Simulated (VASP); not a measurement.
A run of VASP 6.6.1 is set up as follows.

File INCAR:

```
ALGO = Fast
EDIFF = 1E-6
ENCUT = 520
GGA = PS
ISIF = 2
ISMEAR = 0
LASPH = True
LCHARG = True
LELF = True
LREAL = False
LVHAR = True
LWAVE = False
NBANDS = 13
NELM = 60
PREC = Accurate
SIGMA = 0.15
```

Contents of KPOINTS:

```
k-points
0
Gamma
  18 18 18
```

POSCAR

```
Mo
1.0
    2.7628655012      0.0000000000      0.0000000000
   -1.3814327506      2.3690214963      0.0000000000
    0.0000000000      0.0000000000      2.5551807000
Mo
1
Direct
    0.0000000000      0.0000000000      0.5000000000
```

Potentials or basis: VASP PAW PBE potentials, release 64 (Mo_sv).

Launch:

```console
$ cat potpaw_PBE.64/Mo_sv/POTCAR > POTCAR
$ mpirun -np 1 vasp_std > vasp.out
```

Predict the band gap on the k mesh.

zero (band 7 reaches 12.31 eV, above the bottom of band 8 at 10.39 eV).

Predict the pressure.

-5.3 GPa.

Stress tensor (GPa, compression positive):
```
-2.85  0.00  0.00
 0.00 -4.15  0.00
 0.00  0.00 -8.96
```

Caveat: the cell differs from its parent crystal (strain +0.0100 x Voigt [1, 0, 0, 0, 0, 0]); the PAW data sets were made with another functional, which shifts forces and pressure a little.
